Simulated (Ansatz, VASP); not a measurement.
Pt in VASP and in Ansatz

File INCAR:

```
SYSTEM = Pt
PREC = Accurate
ENCUT = 600
EDIFF = 1E-6
ISMEAR = 0
SIGMA = 0.1
LREAL = .False.
LASPH = .True.
NELM = 100
ALGO = Normal
ISIF = 3
LWAVE = .False.
LCHARG = .False.
GGA = PE
IBRION = 2
NSW = 100
EDIFFG = -0.01
```

KPOINTS

```
regular mesh
0
Gamma
  24 24 24
  0 0 0
```

Contents of POSCAR:

```
Pt
1.0
   -1.5842200000      1.5842200000      1.5842200000
    1.5842200000     -1.5842200000      1.5842200000
    1.5842200000      1.5842200000     -1.5842200000
Pt
1
Direct
    0.0000000000      0.0000000000      0.0000000000
```

Input for Ansatz:

```yaml
crystal:
  lattice:
    - [-1.58422, 1.58422, 1.58422]
    - [1.58422, -1.58422, 1.58422]
    - [1.58422, 1.58422, -1.58422]
  atoms:
    - { symbol: Pt, position: [0.0, 0.0, 0.0] }
basis:
  ecutwfc: 420
kpoints:
  mp_grid: { grid: [24, 24, 24] }
hamiltonian:
  xc: pbe
scf:
  occupations: { method: gaussian, width: 0.1 }
output:
  forces: true
  stress: true
  eigenvalues: true
relax:
  adjacent_minimum: "off"
  f_tol: 0.01
  max_steps: 80
  cell: { stress_tol: 0.05 }
```

Alike in both runs: task relaxation of cell and atoms; functional PBE; k mesh 24 × 24 × 24; occupations gaussian, width 0.1 eV; no spin polarisation.

|  | VASP | Ansatz |
| --- | --- | --- |
| version | VASP 6.6.1 | Ansatz 0.2.0 |
| potentials or method | VASP PAW PBE potentials, release 64 (Pt), cutoff 600 eV | scalar-relativistic, plane waves, PAW |
| valence electrons in the cell | 10 | 18 |

Ansatz gave:

- gap on the k mesh at the Fermi level, each at its own relaxed structure (eV): none
- relaxed volume (Å³/atom): 15.83
- relaxed length of the cell vector where the two differ most in proportion (Å): 2.740

Question: What did VASP give for the same quantities?

Answer: gap on the k mesh at the Fermi level, each at its own relaxed structure (eV): none; relaxed volume (Å³/atom): 15.81; relaxed length of the cell vector where the two differ most in proportion (Å): 2.738.

A gap of «none» marks a metal or a gap that the smearing closes. VASP's potentials hold 10 valence electrons a cell and Ansatz's 18, so a difference there can come from the potentials and not from the codes.

Spin-orbit coupling is off throughout.
